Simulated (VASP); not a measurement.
# CO2 (I-42d) in VASP: a series of runs

Aim: see how the results for CO2 move with the level of theory and the settings. Levels: r2SCAN, LDA. Tasks: single point.

Everything below comes from runs of VASP 6.6.1. Logs are shortened: lines on timing, memory, paths and dates and some standing lists are left out, and cuts for length are marked.

**1. The cell of the first run**

Symmetry: I-42d, No. 122, tetragonal system. The conventional cell has a = 3.910 Å, b = 3.910 Å, c = 5.935 Å, α = 90.00°, β = 90.00°, γ = 90.00°. Within 1.9 Å of C (site symmetry -4) lie 4 O at 1.39 Å. O (site symmetry 2) has 2 C at 1.39 Å within 1.9 Å.

**2. Single point, r2SCAN**

The input, POSCAR:

```
CO2
1.0
   -1.9548127153      1.9548127153      2.9673315043
    1.9548127153     -1.9548127153      2.9673315043
    1.9548127153      1.9548127153     -2.9673315043
C O
2 4
Direct
    0.0000000000      0.0000000000      0.0000000000
    0.7500000000      0.2500000000      0.5000000000
    0.3750000000      0.2923507872      0.4173507872
    0.7076492128      0.1250000000      0.0826492128
    0.8750000000      0.9576492128      0.5826492128
    0.0423507872      0.6250000000      0.9173507872
```

The input, INCAR.step1:

```
SYSTEM = CO2
PREC = Accurate
ENCUT = 520
ISMEAR = 0
SIGMA = 0.01
LREAL = .False.
LASPH = .True.
NELM = 100
NBANDS = 25
GGA = PE
ALGO = Normal
EDIFF = 1E-4
LWAVE = .True.
LCHARG = .False.
```

The input, INCAR.step2:

```
SYSTEM = CO2
PREC = Accurate
ENCUT = 520
EDIFF = 1E-6
ISMEAR = 0
SIGMA = 0.01
LREAL = .False.
LASPH = .True.
NELM = 100
ALGO = Normal
ISIF = 2
LWAVE = .False.
LCHARG = .False.
METAGGA = R2SCAN
LMIXTAU = .True.
NBANDS = 25
ISTART = 1
```

The input, KPOINTS:

```
regular mesh
0
Gamma
  6 6 6
  0 0 0
```

Potentials or basis: VASP PAW PBE potentials, release 64 (C, O).

Launch:

```bash
$ cat potpaw_PBE.64/C/POTCAR potpaw_PBE.64/O/POTCAR > POTCAR
$ cp INCAR.step1 INCAR
$ mpirun -np 1 vasp_std > vasp.out
$ cp INCAR.step2 INCAR
$ mpirun -np 1 vasp_std > vasp.out
```

OUTCAR:

```text
SYSTEM = CO2
   PREC = Accurate
   ENCUT = 520
   EDIFF = 1E-6
   ISMEAR = 0
   LREAL = .False.
   LASPH = .True.
   NELM = 100
   ISIF = 2
   METAGGA = R2SCAN
   ISTART = 1

 ion  position               nearest neighbor table
   1  0.000  0.000  0.000-   3 1.39   4 1.39   5 1.39   6 1.39
   2  0.750  0.250  0.500-   3 1.39   4 1.39   5 1.39   6 1.39
   3  0.375  0.292  0.417-   1 1.39   2 1.39
   4  0.708  0.125  0.083-   1 1.39   2 1.39
   5  0.875  0.958  0.583-   1 1.39   2 1.39
   6  0.042  0.625  0.917-   1 1.39   2 1.39

  LATTYP: Found a body centered tetragonal cell.
 ALAT       =     3.9096254306
 C/A-ratio  =     1.5179620437

  Lattice vectors:

 A1 = (  -1.9548127153,   1.9548127153,   2.9673315043)
 A2 = (   1.9548127153,  -1.9548127153,   2.9673315043)
 A3 = (   1.9548127153,   1.9548127153,  -2.9673315043)

Analysis of symmetry for initial positions (statically):
=====================================================================
 Subroutine PRICEL returns:
 Original cell was already a primitive cell.

 Routine SETGRP: Setting up the symmetry group for a
 body centered tetragonal supercell.

 Subroutine GETGRP returns: Found  8 space group operations
 (whereof  4 operations were pure point group operations)
 out of a pool of 16 trial point group operations.

The static configuration has the point symmetry S_4 .
 The point group associated with its full space group is D_2d.

Analysis of symmetry for dynamics (positions and initial velocities):
=====================================================================
 Subroutine PRICEL returns:
 Original cell was already a primitive cell.

 Routine SETGRP: Setting up the symmetry group for a
 body centered tetragonal supercell.

 Subroutine GETGRP returns: Found  8 space group operations
 (whereof  4 operations were pure point group operations)
 out of a pool of 16 trial point group operations.

The dynamic configuration has the point symmetry S_4 .
 The point group associated with its full space group is D_2d.

 Subroutine INISYM returns: Found  8 space group operations
 (whereof  4 operations are pure point group operations),
 and found     1 'primitive' translations

----------------------------------------------------------------------------------------

                                     Primitive cell

  volume of cell :      45.3562

  direct lattice vectors                    reciprocal lattice vectors
[... 97 lines left out ...]
   EDIFFG = 0.1E-04   stopping-criterion for IOM
   NSW    =      0    number of steps for IOM
   IBRION =     -1    ionic relax: 0-MD 1-quasi-New 2-CG
   NFREE  =      0    steps in history (QN), initial steepest desc. (CG)
   ISIF   =      2    stress and relaxation
   ISYM   =      2    0-nonsym 1-usesym 2-fastsym
   POTIM  = 0.5000    time-step for ionic-motion
   TEBEG  =    0.0;   TEEND  =   0.0 temperature during run
   PSTRESS=    0.0 pullay stress
   NELECT =      32.0000    total number of electrons
   NUPDOWN=      -1.0000    fix difference up-down
   EMIN   =  10.00;   EMAX   =-10.00  energy-range for DOS
   EFERMI =   0.00;   METHOD = LEGACY
   ISMEAR =     0;   SIGMA  =   0.01  broadening in eV -4-tet -1-fermi 0-gaus
   EFERMI_NEDOS =   21; number of points for ismear=-14 and -15
   IALGO  =     38    algorithm
   IMIX   =      4    mixing-type and parameters
     AMIX     =   0.40;   BMIX     =  1.00
     AMIX_MAG =   1.60;   BMIX_MAG =  1.00
  volume/ion in A,a.u.               =       7.56        51.01
  Fermi-wavevector in a.u.,A,eV,Ry     =   1.457402  2.754090 28.899055  2.124021
  Thomas-Fermi vector in A             =   2.574208
   LORBIT       =      0    0 simple, 1 ext, 2 COOP (PROOUT), +10 PAW based schemes
   METAGGA = R2SCAN    functional components
   LHFCALC =     F    Hartree Fock is set to
   AEXX    =    0.0000 exact exchange contribution
   IVDW    =     0    specifies the selected vdW correction
   LEPSILON=     F    determine dielectric tensor
   LRPA    =     F    only Hartree local field effects (RPA)
 non-spin polarized calculation
 Gauss-broadening in eV      SIGMA  =   0.01
  energy-cutoff  :      520.00
  volume of cell :       45.36
 maximum number of plane-waves:      1234
   NGX = 15   NGY = 15   NGZ = 15

 number of electron      31.9999977 magnetization

 Free energy of the ion-electron system (eV)
  ---------------------------------------------------
  ext. energy  EPLUGINS =         0.00000000
  ---------------------------------------------------
  free energy    TOTEN  =       -49.36604428 eV

  energy without entropy =      -49.36604428  energy(sigma->0) =      -49.36604428

 E-fermi :   2.1014     XC(G=0): -12.0652

 val. band max:        2.0225742601   @ k =   0.5000   0.0000  -0.0000
 cond. band min:      10.5004841007   @ k =   0.0000   0.0000   0.0000
 fundamental gap:      8.4779098406
 Fermi energy:         2.1014157112

 k-point     1 :       0.0000    0.0000    0.0000
  band No.  band energies     occupation
      1     -23.4041      2.00000
      2     -18.0445      2.00000
      3     -18.0445      2.00000
      4     -17.3311      2.00000
      5     -13.1958      2.00000
      6      -7.9572      2.00000
[... 661 lines left out ...]
     24      17.8710      0.00000
     25      18.1227      0.00000

 [... further k-points ...]

------------------------ aborting loop because EDIFF is reached ----------------------------------------

  FORCE on cell =-STRESS in cart. coord.  units (eV):
  Direction    XX          YY          ZZ          XY          YZ          ZX
  --------------------------------------------------------------------------------------
  -------------------------------------------------------------------------------------
  Total        0.6731390      0.6731390      0.5589686      0.0000000     -0.0000000      0.0000000
  in kB       23.7782007     23.7782007     19.7452023      0.0000000     -0.0000000      0.0000000
  external PRESSURE =      22.4338679 kB  Pullay stress =       0.0000000 kB

 VOLUME and BASIS-vectors are now :
 -----------------------------------------------------------------------------
  energy-cutoff  :      520.00
  volume of cell :       45.36
      direct lattice vectors                 reciprocal lattice vectors
    -1.954812715  1.954812715  2.967331504     0.000000000  0.255778979  0.168501564
     1.954812715 -1.954812715  2.967331504     0.255778979  0.000000000  0.168501564
     1.954812715  1.954812715 -2.967331504     0.255778979  0.255778979  0.000000000

 POSITION                                       TOTAL-FORCE (eV/Angst)
 -----------------------------------------------------------------------------------
      0.00000      0.00000      0.00000        -0.000000      0.000000      0.000000
      0.00000      1.95481      1.48367        -0.000000     -0.000000     -0.000000
      0.65428      0.97741      0.74183         0.129348      0.000000     -0.000000
     -0.97741      1.30053      2.22550        -0.000000     -0.129348     -0.000000
      1.30053      0.97741      3.70916        -0.129348     -0.000000     -0.000000
      2.93222      0.65428     -0.74183        -0.000000      0.129348     -0.000000
 -----------------------------------------------------------------------------------
    total drift:                                0.000002      0.000002      0.000002

  FREE ENERGIE OF THE ION-ELECTRON SYSTEM (eV)
  ---------------------------------------------------
  free  energy   TOTEN  =       -49.3660442845 eV

  energy  without entropy=      -49.3660442845  energy(sigma->0) =      -49.36604428
```

OUTCAR.step1:

```text
SYSTEM = CO2
   PREC = Accurate
   ENCUT = 520
   ISMEAR = 0
   LREAL = .False.
   LASPH = .True.
   NELM = 100
[... 910 lines left out ...]
     -0.97741      1.30053      2.22550         0.000000     -0.341774     -0.000000
      1.30053      0.97741      3.70916        -0.341774      0.000000     -0.000000
      2.93222      0.65428     -0.74183         0.000000      0.341774      0.000000
 -----------------------------------------------------------------------------------
    total drift:                                0.000002      0.000002      0.000002

  FREE ENERGIE OF THE ION-ELECTRON SYSTEM (eV)
  ---------------------------------------------------
  free  energy   TOTEN  =       -43.3796076625 eV

  energy  without entropy=      -43.3796076625  energy(sigma->0) =      -43.37960766
```

OSZICAR.step1:

```text
N       E                     dE             d eps       ncg     rms          rms(c)
DAV:   1     0.153866838174E+03    0.15387E+03   -0.18672E+04  1500   0.128E+03
DAV:   2    -0.387294111473E+02   -0.19260E+03   -0.18463E+03  1920   0.298E+02
DAV:   3    -0.463485191708E+02   -0.76191E+01   -0.75725E+01  1991   0.574E+01
DAV:   4    -0.464090195380E+02   -0.60500E-01   -0.60448E-01  1797   0.580E+00
DAV:   5    -0.464095924201E+02   -0.57288E-03   -0.57271E-03  1996   0.543E-01    0.131E+01
DAV:   6    -0.434054922912E+02    0.30041E+01   -0.61404E+00  1837   0.204E+01    0.523E+00
DAV:   7    -0.433896823203E+02    0.15810E-01   -0.71165E-01  1886   0.579E+00    0.293E+00
DAV:   8    -0.433833528479E+02    0.63295E-02   -0.68244E-02  1779   0.240E+00    0.559E-01
DAV:   9    -0.433794348776E+02    0.39180E-02   -0.14795E-02  1837   0.106E+00    0.208E-01
DAV:  10    -0.433796538350E+02   -0.21896E-03   -0.23823E-03  1974   0.346E-01    0.710E-02
DAV:  11    -0.433796076625E+02    0.46172E-04   -0.17975E-04  1201   0.113E-01
   1 F= -.43379608E+02 E0= -.43379608E+02  d E =-.132852E-12
```

Run time: 70 s. Hardware: 1 thread of Intel Xeon 6975P-C (Granite Rapids), shared host; peak memory 0.17 GiB.

What came out:

| Item | Value |
| --- | --- |
| Free energy | -49.3660 eV |
| Pressure | 2.2 GPa |
| Largest force | 0.129 eV/Å |
| Band gap on the k mesh | 8.48 eV (least direct gap 8.88 eV) |

Forces on the atoms (eV/Å):
```
C    0.000  0.000  0.000
C    0.000  0.000  0.000
O    0.129  0.000  0.000
O    0.000 -0.129  0.000
O   -0.129  0.000  0.000
O    0.000  0.129  0.000
```

Levels at points of the mesh, in eV from the valence-band top:
| k point | band 13 | band 14 | band 15 | band 16 | band 17 | band 18 | band 19 | band 20 |
| --- | --- | --- | --- | --- | --- | --- | --- | --- |
| (0.00, 0.00, 0.00) | -1.31 | -0.84 | -0.84 | -0.40 | 8.48 | 10.27 | 10.38 | 10.38 |
| (0.50, 0.00, 0.00) | -1.76 | -1.47 | -0.44 | 0.00 | 9.23 | 10.55 | 10.71 | 11.37 |
| (0.50, 0.50, 0.00) | -0.70 | -0.70 | -0.55 | -0.55 | 9.92 | 9.92 | 10.97 | 10.97 |
| (0.50, 0.50, 0.50) | -2.94 | -2.94 | -0.05 | -0.05 | 9.86 | 9.86 | 11.81 | 11.81 |

Caveat: the PAW data sets were made with another functional, which shifts forces and pressure a little. A k mesh can miss the band edges.

**3. Single point, LDA**

The input, INCAR:

```
PREC = Accurate
ENCUT = 520
EDIFF = 1E-7
ISMEAR = 0
SIGMA = 0.01
LREAL = False
LASPH = True
NELM = 100
ALGO = Normal
ISIF = 2
LWAVE = False
LCHARG = False
GGA = CA
NBANDS = 25
```

The input, KPOINTS:

```
regular mesh
0
Gamma
  8 8 8
```

POSCAR is that of step 2.

Potentials or basis: VASP PAW LDA potentials, release 64 (C, O).

Launch:

```bash
$ cat potpaw_LDA.64/C/POTCAR potpaw_LDA.64/O/POTCAR > POTCAR
$ mpirun -np 1 vasp_std > vasp.out
```

OUTCAR:

```text
PREC = Accurate
   ENCUT = 520
   EDIFF = 1E-7
   ISMEAR = 0
   LREAL = False
   LASPH = True
   NELM = 100
   ISIF = 2
   GGA = CA

 ion  position               nearest neighbor table
   1  0.000  0.000  0.000-   3 1.39   4 1.39   5 1.39   6 1.39
   2  0.750  0.250  0.500-   3 1.39   4 1.39   5 1.39   6 1.39
   3  0.375  0.292  0.417-   1 1.39   2 1.39
   4  0.708  0.125  0.083-   1 1.39   2 1.39
   5  0.875  0.958  0.583-   1 1.39   2 1.39
   6  0.042  0.625  0.917-   1 1.39   2 1.39

  LATTYP: Found a body centered tetragonal cell.
 ALAT       =     3.9096254306
 C/A-ratio  =     1.5179620437

  Lattice vectors:

 A1 = (  -1.9548127153,   1.9548127153,   2.9673315043)
 A2 = (   1.9548127153,  -1.9548127153,   2.9673315043)
 A3 = (   1.9548127153,   1.9548127153,  -2.9673315043)

Analysis of symmetry for initial positions (statically):
=====================================================================
 Subroutine PRICEL returns:
 Original cell was already a primitive cell.

[... 181 lines left out ...]
 val. band max:        2.3440642632   @ k =   0.5000   0.0000  -0.0000
 cond. band min:       9.7973479139   @ k =   0.0000   0.0000   0.0000
 fundamental gap:      7.4532836506
 Fermi energy:         2.4075996135

 k-point     1 :       0.0000    0.0000    0.0000
  band No.  band energies     occupation
      1     -21.7872      2.00000
      2     -16.4869      2.00000
      3     -16.4869      2.00000
      4     -15.7857      2.00000
      5     -12.3112      2.00000
      6      -7.6092      2.00000
[... 661 lines left out ...]
     24      16.6638      0.00000
     25      17.4015      0.00000

 [... further k-points ...]

------------------------ aborting loop because EDIFF is reached ----------------------------------------

  FORCE on cell =-STRESS in cart. coord.  units (eV):
  Direction    XX          YY          ZZ          XY          YZ          ZX
  --------------------------------------------------------------------------------------
  -------------------------------------------------------------------------------------
  Total       -1.2101398     -1.2101398     -1.1887610      0.0000000      0.0000000      0.0000000
  in kB      -42.7474039    -42.7474039    -41.9922134      0.0000000      0.0000000      0.0000000
  external PRESSURE =     -42.4956737 kB  Pullay stress =       0.0000000 kB

 VOLUME and BASIS-vectors are now :
 -----------------------------------------------------------------------------
  energy-cutoff  :      520.00
  volume of cell :       45.36
      direct lattice vectors                 reciprocal lattice vectors
    -1.954812715  1.954812715  2.967331504     0.000000000  0.255778979  0.168501564
     1.954812715 -1.954812715  2.967331504     0.255778979  0.000000000  0.168501564
     1.954812715  1.954812715 -2.967331504     0.255778979  0.255778979  0.000000000

 POSITION                                       TOTAL-FORCE (eV/Angst)
 -----------------------------------------------------------------------------------
      0.00000      0.00000      0.00000        -0.000000     -0.000000      0.000000
      0.00000      1.95481      1.48367        -0.000000     -0.000000      0.000000
      0.65428      0.97741      0.74183        -0.137227     -0.000000     -0.000000
     -0.97741      1.30053      2.22550        -0.000000      0.137227      0.000000
      1.30053      0.97741      3.70916         0.137227     -0.000000      0.000000
      2.93222      0.65428     -0.74183        -0.000000     -0.137227     -0.000000
 -----------------------------------------------------------------------------------
    total drift:                                0.000002      0.000002      0.000003

  FREE ENERGIE OF THE ION-ELECTRON SYSTEM (eV)
  ---------------------------------------------------
  free  energy   TOTEN  =       -49.0961367647 eV

  energy  without entropy=      -49.0961367647  energy(sigma->0) =      -49.09613676
```

It took 33 s on 1 thread of Intel Xeon 6975P-C (Granite Rapids), shared host; peak memory 0.16 GiB.

Results:

```
Free energy            : -49.0961 eV
Pressure               : -4.2 GPa
Largest force          : 0.137 eV/Å
Band gap on the k mesh : 7.45 eV (least direct gap 7.94 eV)
```

Forces on the atoms (eV/Å):
```
C    0.000  0.000  0.000
C    0.000  0.000  0.000
O   -0.137  0.000  0.000
O    0.000  0.137  0.000
O    0.137  0.000  0.000
O    0.000 -0.137  0.000
```

Stress tensor (GPa, compression positive):
```
-4.27  0.00  0.00
 0.00 -4.27  0.00
 0.00  0.00 -4.20
```

Caveat: the cell stands under tension. A k mesh can miss the band edges.
